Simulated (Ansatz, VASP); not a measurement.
Two plane-wave programs on CaO

```xyz
2
Lattice="0.0000 2.3557 2.3557 2.3557 0.0000 2.3557 2.3557 2.3557 0.0000" Properties=species:S:1:pos:R:3 pbc="T T T"
Ca    0.0000    0.0000    0.0000
O     2.3557    2.3557    2.3557
```

Alike in both runs: task relaxation of cell and atoms; functional LDA; k mesh 8 × 8 × 8; occupations gaussian, width 0.02 eV; no spin polarisation.

|  | VASP | Ansatz |
| --- | --- | --- |
| version | VASP 6.6.1 | Ansatz 0.2.0 |
| potentials or method | VASP PAW LDA potentials, release 64 (Ca_sv, O), cutoff 600 eV | scalar-relativistic, plane waves, PAW |
| valence electrons in the cell | 16 | 16 |

```csv
,VASP,Ansatz,Ansatz less VASP
"gap on the k mesh at the Fermi level, each at its own relaxed structure (eV)",3.43,3.45,+0.023
relaxed volume (Å³/atom),13.13,13.04,-0.087
relaxed cell length with the largest relative difference (Å),3.336,3.329,-0.0074
```

Ansatz warns that its potentials were made for another functional, while VASP's fit it. LDA's correlation is that of Perdew and Zunger in VASP and of Perdew and Wang (1992) in Ansatz.
